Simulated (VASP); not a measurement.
# Cu3N (Pm-3m) in VASP: single point with PBE+U

Aim: the single point of Cu3N with PBE+U.

Program: VASP 6.6.1. These are calculated values, not measurements. Logs are shortened: lines on timing, memory, paths and dates and some standing lists are left out, and cuts for length are marked.

## (1) The cell of the first run

The structure is cubic, space group Pm-3m (No. 221). The conventional cell has a = 3.802 Å, b = 3.802 Å, c = 3.802 Å, α = 90.00°, β = 90.00°, γ = 90.00°. Within 2.5 Å of N (site symmetry m-3m) lie 6 Cu at 1.90 Å. Cu (site symmetry 4/mmm) has 2 N at 1.90 Å within 2.5 Å.

## (2) Single point, PBE+U, non-collinear spin, typed start, spin-orbit coupling

INCAR

```
ALGO = Normal
EDIFF = 1E-6
ENCUT = 600
GGA = PE
GGA_COMPAT = F
ISIF = 2
ISMEAR = -1
LASPH = T
LCHARG = F
LDAU = T
LDAUJ = 0 0
LDAUL = -1 2
LDAUPRINT = 1
LDAUTYPE = 2
LDAUU = 0 1.67
LMAXMIX = 4
LORBIT = 11
LORBMOM = T
LREAL = F
LSORBIT = T
LWAVE = F
MAGMOM = 0 0 0 0 0 1 0 0 1 0 0 1
NBANDS = 52
NELM = 200
PREC = Accurate
SIGMA = 0.1442
```

KPOINTS

```
k-points
0
Gamma
  6 6 6
```

POSCAR

```
Cu3N
1.0
    3.8021392400      0.0000000000      0.0000000000
    0.0000000000      3.8021392400      0.0000000000
    0.0000000000      0.0000000000      3.8021392400
N Cu
1 3
Direct
    0.0000000000      0.0000000000      0.0000000000
    0.5000000000      0.0000000000      0.0000000000
    0.0000000000      0.5000000000      0.0000000000
    0.0000000000      0.0000000000      0.5000000000
```

Potentials or basis: VASP PAW PBE potentials, release 64 (N, Cu).

Started as:

```bash
> cat potpaw_PBE.64/N/POTCAR potpaw_PBE.64/Cu/POTCAR > POTCAR
> mpirun -np 1 vasp_ncl > vasp.out
```

OUTCAR:

```text
EDIFF = 1E-6
   ENCUT = 600
   GGA = PE
   ISIF = 2
   ISMEAR = -1
   LASPH = T
   LORBIT = 11
   LREAL = F
   LSORBIT = T
   NELM = 200
   PREC = Accurate

 ion  position               nearest neighbor table
   1  0.000  0.000  0.000-   2 1.90   3 1.90   4 1.90   4 1.90   3 1.90   2 1.90
   2  0.500  0.000  0.000-   1 1.90   1 1.90   4 2.69   4 2.69   3 2.69   3 2.69   3 2.69   4 2.69
                             4 2.69   3 2.69
   3  0.000  0.500  0.000-   1 1.90   1 1.90   4 2.69   4 2.69   2 2.69   2 2.69   4 2.69   4 2.69
                             2 2.69   2 2.69
   4  0.000  0.000  0.500-   1 1.90   1 1.90   3 2.69   2 2.69   2 2.69   3 2.69   3 2.69   3 2.69
                             2 2.69   2 2.69

  LATTYP: Found a simple cubic cell.
 ALAT       =     3.8021392400

  Lattice vectors:

 A1 = (   3.8021392400,   0.0000000000,   0.0000000000)
 A2 = (   0.0000000000,   3.8021392400,   0.0000000000)
 A3 = (   0.0000000000,   0.0000000000,   3.8021392400)

Analysis of symmetry for initial positions (statically):
=====================================================================
 Subroutine PRICEL returns:
 Original cell was already a primitive cell.

 Routine SETGRP: Setting up the symmetry group for a
 simple cubic supercell.

 Subroutine GETGRP returns: Found 48 space group operations
 (whereof 48 operations were pure point group operations)
 out of a pool of 48 trial point group operations.

The static configuration has the point symmetry O_h .

Analysis of symmetry for dynamics (positions and initial velocities):
=====================================================================
 Subroutine PRICEL returns:
 Original cell was already a primitive cell.

 Routine SETGRP: Setting up the symmetry group for a
 simple cubic supercell.

 Subroutine GETGRP returns: Found 48 space group operations
 (whereof 48 operations were pure point group operations)
 out of a pool of 48 trial point group operations.

The dynamic configuration has the point symmetry O_h .

Analysis of structural, dynamic, and magnetic symmetry:
=====================================================================
 Subroutine PRICEL returns:
 Original cell was already a primitive cell.

 Routine SETGRP: Setting up the symmetry group for a
 simple cubic supercell.

 Subroutine GETGRP returns: Found  8 space group operations
 (whereof  8 operations were pure point group operations)
 out of a pool of 48 trial point group operations.

The overall configuration has the point symmetry C_4h.

 Subroutine INISYM returns: Found  8 space group operations
[... 1613 lines left out ...]
    total drift:                                0.000000      0.000000      0.000000

  FREE ENERGIE OF THE ION-ELECTRON SYSTEM (eV)
  ---------------------------------------------------
  free  energy   TOTEN  =       -16.7457113251 eV

  energy  without entropy=      -16.7286257594  energy(sigma->0) =      -16.73716854

 orbital moment (x)

 # of ion     p       d       tot
 ----------------------------------------
  1         0.000   0.000   0.000
  2         0.000   0.000   0.000
  3         0.000  -0.000  -0.000
  4         0.000   0.000   0.000
 ----------------------------------------
            0.000   0.000   0.000

 orbital moment (y)

 # of ion     p       d       tot
 ----------------------------------------
  1         0.000   0.000   0.000
  2         0.000  -0.000  -0.000
  3        -0.000   0.000   0.000
  4         0.000  -0.000  -0.000
 ----------------------------------------
           -0.000  -0.000  -0.000

 orbital moment (z)

 # of ion     p       d       tot
 ----------------------------------------
  1        -0.000   0.000  -0.000
  2        -0.000   0.000   0.000
  3        -0.000   0.000   0.000
  4         0.000  -0.000   0.000
 ----------------------------------------
           -0.000   0.000   0.000

 Spin-Orbit-Coupling matrix elements

 Ion:    1  E_soc:      0.0000428
 l=   1
     0.0000000     0.0000071     0.0000071
     0.0000071     0.0000000     0.0000071
     0.0000071     0.0000071     0.0000000
 l=   2
     0.0000000     0.0000000     0.0000000     0.0000000     0.0000000
     0.0000000     0.0000000     0.0000000     0.0000000     0.0000000
     0.0000000     0.0000000     0.0000000     0.0000000     0.0000000
     0.0000000     0.0000000     0.0000000     0.0000000     0.0000000
     0.0000000     0.0000000     0.0000000     0.0000000     0.0000000
 l=   3
     0.0000000     0.0000000     0.0000000     0.0000000     0.0000000     0.0000000     0.0000000
     0.0000000     0.0000000     0.0000000     0.0000000     0.0000000     0.0000000     0.0000000
     0.0000000     0.0000000     0.0000000     0.0000000     0.0000000     0.0000000     0.0000000
     0.0000000     0.0000000     0.0000000     0.0000000     0.0000000     0.0000000     0.0000000
[... 49 lines left out ...]
 l=   2
     0.0000000    -0.0002546     0.0000000    -0.0002546    -0.0010325
    -0.0002546     0.0000000    -0.0014759    -0.0002221    -0.0002797
     0.0000000    -0.0014759     0.0000000    -0.0014759     0.0000000
    -0.0002546    -0.0002221    -0.0014759     0.0000000    -0.0002797
    -0.0010325    -0.0002797     0.0000000    -0.0002797     0.0000000
 l=   3
     0.0000000     0.0000000     0.0000000     0.0000000     0.0000000     0.0000000     0.0000000
     0.0000000     0.0000000     0.0000000     0.0000000     0.0000000     0.0000000     0.0000000
     0.0000000     0.0000000     0.0000000     0.0000000     0.0000000     0.0000000     0.0000000
     0.0000000     0.0000000     0.0000000     0.0000000     0.0000000     0.0000000     0.0000000
     0.0000000     0.0000000     0.0000000     0.0000000     0.0000000     0.0000000     0.0000000
     0.0000000     0.0000000     0.0000000     0.0000000     0.0000000     0.0000000     0.0000000
     0.0000000     0.0000000     0.0000000     0.0000000     0.0000000     0.0000000     0.0000000

 total charge

# of ion       s       p       d       tot
------------------------------------------
    1        1.201   2.513   0.000   3.714
    2        0.423   0.380   9.276  10.078
    3        0.423   0.380   9.276  10.078
    4        0.423   0.380   9.276  10.078
--------------------------------------------------
tot          2.468   3.652  27.829  33.950

 magnetization (x)

# of ion       s       p       d       tot
------------------------------------------
    1       -0.000  -0.000   0.000  -0.000
    2        0.000   0.000   0.000   0.000
    3       -0.000  -0.000   0.000  -0.000
    4        0.000  -0.000   0.000  -0.000
--------------------------------------------------
tot         -0.000  -0.000   0.000  -0.000

 magnetization (y)

# of ion       s       p       d       tot
------------------------------------------
    1       -0.000   0.000   0.000  -0.000
    2        0.000   0.000   0.000   0.000
    3        0.000   0.000   0.000   0.000
    4        0.000  -0.000  -0.000  -0.000
--------------------------------------------------
tot          0.000   0.000  -0.000  -0.000

 magnetization (z)

# of ion       s       p       d       tot
------------------------------------------
    1        0.000   0.000   0.000   0.000
    2       -0.000  -0.000   0.000   0.000
    3       -0.000  -0.000   0.000   0.000
    4       -0.000  -0.000   0.000   0.000
--------------------------------------------------
tot         -0.000  -0.000   0.000   0.000
```

It took 2.9 min on 1 thread of Intel Xeon 6975P-C (Granite Rapids), shared host; peak memory 0.42 GiB.

Results:

```
Free energy                                           : -16.7457 eV
Pressure                                              : 2.2 GPa
Net moment                                            : 0.00 μB per cell
Valence electrons inside the program's atomic spheres : N 3.71; Cu 10.08
```

Moments on the atoms (μB; x, y, z):
```
N   0.00 0.00 0.00
Cu  0.00 0.00 0.00
Cu  0.00 0.00 0.00
Cu  0.00 0.00 0.00
```

The state reached can hang on the start; a lower one may exist.
